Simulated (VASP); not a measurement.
BaTlBr3: single point with r2SCAN

The system is BaTlBr3.

```xyz
5
Lattice="6.1022 0.0000 0.0000 0.0000 6.1022 0.0000 0.0000 0.0000 6.1022" Properties=species:S:1:pos:R:3 pbc="T T T"
Tl    0.0000    0.0000    0.0000
Ba    3.0511    3.0511    3.0511
Br    3.0511    3.0511    0.0000
Br    3.0511    0.0000    3.0511
Br    0.0000    3.0511    3.0511
```

* Program: VASP 6.6.1
* Task: single point
* Functional: r2SCAN
* Potentials or basis: VASP PAW PBE potentials, release 64 (Tl_d, Ba_sv, Br)
* Cutoff: 520 eV
* k mesh: 4 × 4 × 4
* Occupations: gaussian, width 0.01 eV
* Spin: no spin polarisation
* Dipole correction: no
* Further INCAR settings: ALGO = Normal; EDIFF = 1e-06; NBANDS = 30

```json
{
  "Pressure": "1.5 GPa",
  "Band gap on the k mesh": "3.49 eV (least direct gap 3.58 eV)"
}
```

Levels at points of the mesh, in eV from the valence-band top:
| k point | band 20 | band 21 | band 22 | band 23 | band 24 | band 25 |
| --- | --- | --- | --- | --- | --- | --- |
| (0.00, 0.00, 0.00) | -0.06 | -0.06 | -0.06 | 4.68 | 4.68 | 4.68 |
| (0.50, 0.00, 0.00) | -0.48 | -0.09 | -0.09 | 3.49 | 4.36 | 4.36 |
| (0.50, 0.50, 0.00) | -0.66 | -0.19 | 0.00 | 4.07 | 4.08 | 4.08 |
| (0.50, 0.50, 0.50) | 0.00 | 0.00 | 0.00 | 4.55 | 4.55 | 4.55 |

Run time: 110 s on 1 thread of Intel(R) Xeon(R) 6975P-C (Granite Rapids), on a shared host, peak memory 0.4 GiB.

Caveat: the PAW data sets were made with another functional, which shifts forces and pressure a little; spin-orbit coupling is left out, which moves the levels of the heavy elements. A k mesh can miss the band edges.
